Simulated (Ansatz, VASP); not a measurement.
**Two plane-wave programs on InP**

```
In P
1.0
     4.18975    0.00000    0.00000
    -2.09487    3.62843    0.00000
     0.00000    0.00000    9.35436
In P
3 3
Cartesian
  -1.0474 1.8142 1.5591
  1.0474 1.8142 7.7953
  2.0949 0.0000 4.6772
  1.0474 1.8142 3.1181
  2.0949 0.0000 0.0000
  -1.0474 1.8142 6.2362
```

Alike in both runs: functional PBE; k mesh 6 × 6 × 2; occupations gaussian, width 0.1 eV; no spin polarisation.

Ansatz relaxed the structure, and its values are those at the end. VASP's run is a single point on that final structure, the one shown.

```csv
,VASP,Ansatz
version,VASP 6.6.1,Ansatz 0.2.0
potentials or method,"VASP PAW PBE potentials, release 64 (In_d, P), cutoff 520 eV","scalar-relativistic, plane waves, PAW"
valence electrons in the cell,54,54
```

|  | VASP | Ansatz | Ansatz less VASP |
| --- | --- | --- | --- |
| gap on the k mesh at the Fermi level (eV) | 0.20 | 0.20 | +0.001 |
| least direct gap on the mesh (eV) | 0.26 | 0.25 | -0.004 |
| pressure (GPa) | 0.0 | 0.1 | +0.05 |
